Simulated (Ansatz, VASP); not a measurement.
## Y in VASP and in Ansatz

The input INCAR:

```
PREC = Accurate
ENCUT = 520
EDIFF = 1E-6
ISMEAR = -1
SIGMA = 0.05
LREAL = F
LASPH = T
NELM = 100
ALGO = Normal
ISIF = 2
LWAVE = F
LCHARG = T
GGA = CA
LELF = T
LVHAR = T
NBANDS = 12
```

The input KPOINTS:

```
Automatic mesh
0
Gamma
  13 13 13
```

The input POSCAR:

```
Y
1.0
    0.0000000000      2.4683216451      2.4683216451
    2.4683216451      0.0000000000      2.4683216451
    2.4683216451      2.4683216451      0.0000000000
Y
1
Direct
    0.0000000000      0.0000000000      0.0000000000
```

Input for Ansatz:

```yaml
crystal:
  lattice:
    - [0.0, 2.4683216451, 2.4683216451]
    - [2.4683216451, 0.0, 2.4683216451]
    - [2.4683216451, 2.4683216451, 0.0]
  atoms:
    - { symbol: "Y", position: [0.0, 0.0, 0.0] }
kpoints:
  mp_grid: { grid: [13, 13, 13] }
  band_path:
    path:
      - [0.0, 0.0, 0.0]
      - [0.5, 0.0, 0.5]
      - [0.625, 0.25, 0.625]
      - [0.375, 0.375, 0.75]
      - [0.0, 0.0, 0.0]
      - [0.5, 0.5, 0.5]
      - [0.5, 0.25, 0.75]
      - [0.5, 0.0, 0.5]
    npoints: 5
scf:
  occupations: { method: fermi_dirac, width: 0.05 }
hamiltonian:
  xc: lda
  pseudopotentials: { kind: all_electron, lapw: { basis_error: 0.001 } }
output:
  forces: true
  stress: true
  eigenvalues: true
```

Change from the starting cell: volume scaled by 0.98.

Alike in both runs: task single point; functional LDA; k mesh 13 × 13 × 13; occupations fermi-dirac, width 0.05 eV; no spin polarisation.

|  | VASP | Ansatz |
| --- | --- | --- |
| version | VASP 6.6.1 | Ansatz 0.2.0 |
| potentials or method | VASP PAW LDA potentials, release 64 (Y_sv), cutoff 520 eV | all-electron LAPW, scalar-relativistic |

Ansatz gave:

```
pressure (GPa) : -0.9
```

Problem. Which values does VASP return?

Solution. Pressure (GPa): -1.1.

LDA's correlation is that of Perdew and Zunger in VASP and of Perdew and Wang (1992) in Ansatz. Ansatz ran all-electron here, and VASP with PAW potentials.
